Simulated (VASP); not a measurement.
# LiMg2 (C2/m) in VASP: further runs

LiMg2 is run at these levels: LDA; tasks: single point.

All numbers are computed with VASP 6.6.1; they aren't measurements. Logs are shortened: lines on timing, memory, paths and dates and some standing lists are left out, and cuts for length are marked.

## 1. The cell of the first run

Symmetry: C2/m, No. 12, monoclinic system. The conventional cell has a = 8.002 Å, b = 2.545 Å, c = 2.553 Å, α = 90.00°, β = 108.47°, γ = 90.00°. Li (site symmetry 2/m) has 10 Mg at 2.17 to 2.59 Å and 4 Li at 2.54 to 2.55 Å within 2.9 Å. Within 2.9 Å of Mg (site symmetry m) lie 5 Li at 2.17 to 2.59 Å and 9 Mg at 2.27 to 2.55 Å.

## 2. Single point, LDA (8.22 Å³/atom)

INCAR reads:

```
SYSTEM = LiMg2
ALGO = Normal
EDIFF = 1E-6
ENCUT = 520
ISIF = 2
ISMEAR = -1
LASPH = .True.
LCHARG = .True.
LELF = .True.
LREAL = .False.
LVHAR = .True.
LWAVE = .False.
NBANDS = 10
NELM = 60
PREC = Accurate
SIGMA = 0.05
```

KPOINTS reads:

```
k-points
0
Gamma
  11 11 11
  0 0 0
```

POSCAR reads:

```
LiMg2
1.0
    4.0009939698     -1.2724036673      0.0000000000
    4.0009939698      1.2724036673      0.0000000000
   -0.8089907092      0.0000000000      2.4214055083
Li Mg
1 2
Direct
    0.5000000000      0.5000000000      0.5000000000
    0.8413175900      0.8413175900      0.8411383200
    0.1586824100      0.1586824100      0.1588616800
```

Potentials or basis: VASP PAW LDA potentials, release 64 (Li_sv, Mg).

On the command line:

```bash
cat potpaw_LDA.64/Li_sv/POTCAR potpaw_LDA.64/Mg/POTCAR > POTCAR
mpirun -np 1 vasp_std > vasp.out
```

OUTCAR:

```text
SYSTEM = LiMg2
   EDIFF = 1E-6
   ENCUT = 520
   ISIF = 2
   ISMEAR = -1
   LASPH = .True.
   LREAL = .False.
   NELM = 60
   PREC = Accurate

 ion  position               nearest neighbor table
   1  0.500  0.500  0.500-   3 2.17   3 2.17   2 2.17   2 2.17   3 2.17   2 2.17   3 2.17   2 2.17
                             2 2.59   3 2.59
   2  0.841  0.841  0.841-   1 2.17   1 2.17   1 2.17   1 2.17   3 2.27   3 2.27   3 2.27   3 2.27
                             3 2.41   1 2.59   3 3.50   3 3.50   3 3.51   3 3.51
   3  0.159  0.159  0.159-   1 2.17   1 2.17   1 2.17   1 2.17   2 2.27   2 2.27   2 2.27   2 2.27
                             2 2.41   1 2.59   2 3.50   2 3.50   2 3.51   2 3.51

  LATTYP: Found a base centered monoclinic cell.
 ALAT       =     8.0019879396
 B/A-ratio  =     0.3180218908
 C/A-ratio  =     0.3190423323
 COS(beta)  =    -0.3168818246

  Lattice vectors:

 A1 = (   4.0009939698,  -1.2724036673,   0.0000000000)
 A2 = (   4.0009939698,   1.2724036673,   0.0000000000)
 A3 = (  -0.8089907092,   0.0000000000,   2.4214055083)

Analysis of symmetry for initial positions (statically):
=====================================================================
 Subroutine PRICEL returns:
 Original cell was already a primitive cell.

 Routine SETGRP: Setting up the symmetry group for a
 base centered monoclinic supercell.

 Subroutine GETGRP returns: Found  4 space group operations
 (whereof  4 operations were pure point group operations)
 out of a pool of  4 trial point group operations.

The static configuration has the point symmetry C_2h.

Analysis of symmetry for dynamics (positions and initial velocities):
=====================================================================
 Subroutine PRICEL returns:
 Original cell was already a primitive cell.

 Routine SETGRP: Setting up the symmetry group for a
 base centered monoclinic supercell.

 Subroutine GETGRP returns: Found  4 space group operations
 (whereof  4 operations were pure point group operations)
 out of a pool of  4 trial point group operations.

The dynamic configuration has the point symmetry C_2h.

 Subroutine INISYM returns: Found  4 space group operations
 (whereof  4 operations are pure point group operations),
 and found     1 'primitive' translations

----------------------------------------------------------------------------------------

                                     Primitive cell

  volume of cell :      24.6542

  direct lattice vectors                    reciprocal lattice vectors
     4.000993970 -1.272403667  0.000000000     0.124968946 -0.392957057  0.041752080
[... 99 lines left out ...]
   NELECT =       7.0000    total number of electrons
   NUPDOWN=      -1.0000    fix difference up-down
   EMIN   =  10.00;   EMAX   =-10.00  energy-range for DOS
   EFERMI =   0.00;   METHOD = LEGACY
   ISMEAR =    -1;   SIGMA  =   0.05  broadening in eV -4-tet -1-fermi 0-gaus
   EFERMI_NEDOS =   21; number of points for ismear=-14 and -15
   IALGO  =     38    algorithm
   IMIX   =      4    mixing-type and parameters
     AMIX     =   0.40;   BMIX     =  1.00
     AMIX_MAG =   1.60;   BMIX_MAG =  1.00
  volume/ion in A,a.u.               =       8.22        55.46
  Fermi-wavevector in a.u.,A,eV,Ry     =   1.075996  2.033338 15.752387  1.157768
  Thomas-Fermi vector in A             =   2.211868
   LORBIT       =      0    0 simple, 1 ext, 2 COOP (PROOUT), +10 PAW based schemes
   GGA     = CA    functional components
   LHFCALC =     F    Hartree Fock is set to
   AEXX    =    0.0000 exact exchange contribution
   IVDW    =     0    specifies the selected vdW correction
   LEPSILON=     F    determine dielectric tensor
   LRPA    =     F    only Hartree local field effects (RPA)
 non-spin polarized calculation
  energy-cutoff  :      520.00
  volume of cell :       24.65
 maximum number of plane-waves:       673
   NGX = 15   NGY = 15   NGZ =  9

 number of electron       6.9999996 magnetization

 Free energy of the ion-electron system (eV)
  ---------------------------------------------------
  ext. energy  EPLUGINS =         0.00000000
  ---------------------------------------------------
  free energy    TOTEN  =         1.99200920 eV

  energy without entropy =        1.99616209  energy(sigma->0) =        1.99408564

 E-fermi :   8.5176     XC(G=0): -11.8836

 val. band max:        8.5121779330   @ k =  -0.0909   0.0000   0.0909
 cond. band min:       8.5185768816   @ k =  -0.4545   0.0000   0.3636
 fundamental gap:      0.0063989485
 Fermi energy:         8.5176458098

 k-point     1 :       0.0000    0.0000    0.0000
  band No.  band energies     occupation
      1     -36.6746      2.00000
      2      -0.9929      2.00000
      3       6.3895      2.00000
      4       8.4242      1.73266
      5      16.2407      0.00000
      6      18.1110      0.00000
      7      18.2445      0.00000
      8      18.8389      0.00000
      9      20.7538      0.00000
     10      20.9003      0.00000
[... 287 lines left out ...]
 k-point    24 :      -0.1818    0.1818    0.0000
  band No.  band energies     occupation
      1     -36.6192      2.00000
      2       1.4894      2.00000
      3       7.3771      2.00000
      4       7.8429      2.00000
      5      10.7105      0.00000
      6      11.8663      0.00000
      7      19.8638      0.00000
      8      22.1936      0.00000
      9      24.0063      0.00000
     10      24.7517      0.00000

 [... further k-points ...]

------------------------ aborting loop because EDIFF is reached ----------------------------------------

  FORCE on cell =-STRESS in cart. coord.  units (eV):
  Direction    XX          YY          ZZ          XY          YZ          ZX
  --------------------------------------------------------------------------------------
  -------------------------------------------------------------------------------------
  Total       23.4492001     23.0783422     22.9814271      0.0000000      0.0000000      0.1123811
  in kB     1523.8712778   1499.7706851   1493.4725525      0.0000000      0.0000000      7.3032085
  external PRESSURE =    1505.7048385 kB  Pullay stress =       0.0000000 kB

 VOLUME and BASIS-vectors are now :
 -----------------------------------------------------------------------------
  energy-cutoff  :      520.00
  volume of cell :       24.65
      direct lattice vectors                 reciprocal lattice vectors
     4.000993970 -1.272403667  0.000000000     0.124968946 -0.392957057  0.041752080
     4.000993970  1.272403667  0.000000000     0.124968946  0.392957057  0.041752080
    -0.808990709  0.000000000  2.421405508     0.000000000  0.000000000  0.412983285

 POSITION                                       TOTAL-FORCE (eV/Angst)
 -----------------------------------------------------------------------------------
      3.59650      0.00000      1.21070         0.000000      0.000000      0.000000
      6.05174      0.00000      2.03674         1.950710     -0.000000      0.645509
      1.14126      0.00000      0.38467        -1.950710     -0.000000     -0.645509
 -----------------------------------------------------------------------------------
    total drift:                               -0.000000     -0.000000     -0.000000

  FREE ENERGIE OF THE ION-ELECTRON SYSTEM (eV)
  ---------------------------------------------------
  free  energy   TOTEN  =         1.9920091951 eV

  energy  without entropy=        1.9961620861  energy(sigma->0) =        1.99408564
```

OSZICAR:

```text
N       E                     dE             d eps       ncg     rms          rms(c)
DAV:   1     0.226745825432E+02    0.22675E+02   -0.30253E+03  7360   0.609E+02
DAV:   2     0.350124296427E+01   -0.19173E+02   -0.18697E+02  9462   0.113E+02
DAV:   3     0.169786786717E+01   -0.18034E+01   -0.17928E+01 10568   0.267E+01
DAV:   4     0.160461773749E+01   -0.93250E-01   -0.93057E-01  9516   0.535E+00
DAV:   5     0.160368664736E+01   -0.93109E-03   -0.93105E-03  9062   0.535E-01    0.259E+00
DAV:   6     0.188054811739E+01    0.27686E+00   -0.30801E-01  8034   0.186E+00    0.143E+00
DAV:   7     0.197937586567E+01    0.98828E-01   -0.91508E-02  9550   0.131E+00    0.523E-01
DAV:   8     0.199182559176E+01    0.12450E-01   -0.67520E-03  8760   0.549E-01    0.383E-02
DAV:   9     0.199199847696E+01    0.17289E-03   -0.22326E-04  8592   0.106E-01    0.166E-02
DAV:  10     0.199200883356E+01    0.10357E-04   -0.19209E-05  9742   0.243E-02    0.380E-03
DAV:  11     0.199200919508E+01    0.36152E-06   -0.26056E-07  4850   0.387E-03
   1 F= 0.19920092E+01 E0= 0.19940856E+01  d E =-.415289E-02
```

stdout:

```text
POSCAR found type information on POSCAR LiMg
 POSCAR found :  2 types and       3 ions
 scaLAPACK will be used
 LDA part: xc-table for (Slater(with rela. corr.)+CA(PZ))
 , standard interpolation
 POSCAR, INCAR and KPOINTS ok, starting setup
 FFT: planning ... GRIDC
 FFT: planning ... GRID_SOFT
 FFT: planning ... GRID
 WAVECAR not read
 entering main loop
```

Run time: 83 s. Hardware: 1 thread of Oxide Virtual Turin-like, shared host; peak memory 0.18 GiB.

Results:

```
Free energy            : 1.9920 eV
Largest force          : 2.055 eV/Å
Band gap on the k mesh : zero (an odd number of electrons rules out a gap without spin polarisation)
```

Forces in eV/Å, atoms in the order of the input:
```
Li   0.000  0.000  0.000
Mg   1.951  0.000  0.646
Mg  -1.951  0.000 -0.646
```

Caveat: the cutoff is under 1.25 times the usual one of these potentials, so pressure, stress and relaxed cells hold a basis-set (Pulay) error; forces of over 1 eV/Å act on the atoms, so gaps and moduli don't describe the material at rest.

(Continued in part 2 of 2.)
